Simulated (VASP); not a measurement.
Wanted: the native input for a VASP 6.6.1 run.

- Task: single point
- Functional: PBEsol
- Potentials or basis: VASP PAW PBE potentials, release 64 (Co, O)
- Cutoff: 520 eV
- k mesh: 12 × 12 × 1
- Occupations: gaussian, width 0.1 eV
- Spin: collinear spin, ferromagnetic start
- Starting moments: [1.94, 1.87, 1.83, 1.86, 1.92, 2.0] μB
- Dipole correction: yes
- Further INCAR settings: ALGO = Normal; EDIFF = 1e-06; NBANDS = 38; NELMDL = -8

The structure of Co5O lies in POSCAR:

```
Co5O
1.0
    2.4564223074      0.0000000000      0.0000000000
   -1.2282111537      2.1273241206      0.0000000000
    0.0000000000      0.0000000000     26.9388272200
Co O
5 1
Direct
    0.6666666667      0.3333333333      0.3155296974
    0.3333333333      0.6666666667      0.3892042783
    0.6660477490      0.3339522510      0.4637803133
    0.3322648499      0.6677351501      0.5366449748
    0.6652988940      0.3347011060      0.6149364284
    0.3318898623     -0.3318898623      0.6537884870
```

These files were run (other wordings do the same):

INCAR

```
SYSTEM = Co5O
  ALGO = Normal
  DIPOL = 0.5 0.5 0.496
  EDIFF = 1E-6
  ENCUT = 520
  GGA = PS
  GGA_COMPAT = .False.
  IDIPOL = 3
  ISIF = 2
  ISMEAR = 0
  ISPIN = 2
  LASPH = .True.
  LCHARG = .False.
  LDIPOL = .True.
  LMAXMIX = 4
  LORBIT = 11
  LREAL = .False.
  LWAVE = .False.
  MAGMOM = 1.94 1.87 1.83 1.86 1.92 2
  NBANDS = 38
  NELM = 200
  NELMDL = -8
  PREC = Accurate
  SIGMA = 0.1
```

KPOINTS

```
k-points
0
Gamma
  12 12 1
  0 0 0
```

Potentials or basis: VASP PAW PBE potentials, release 64 (Co, O).

Command:

```bash
$ cat potpaw_PBE.64/Co/POTCAR potpaw_PBE.64/O/POTCAR > POTCAR
$ mpirun -np 1 vasp_std > vasp.out
```

Results of the run:

| Item | Value |
| --- | --- |
| Largest force | 0.407 eV/Å |
| Net moment | 6.83 μB per cell |
| Site moments | Co +1.72, +1.65, +1.56, +1.69, +0.23; O -0.00 μB |
| Valence electrons inside the program's atomic spheres | Co 8.17, 8.34, 8.37, 8.32, 8.85; O 4.97 |

Caveat: the PAW data sets were made with another functional, which shifts forces and pressure a little.

Run time: 30 min on 1 thread of Oxide Virtual Turin-like Processor, with other jobs on the host, peak memory 0.48 GiB.
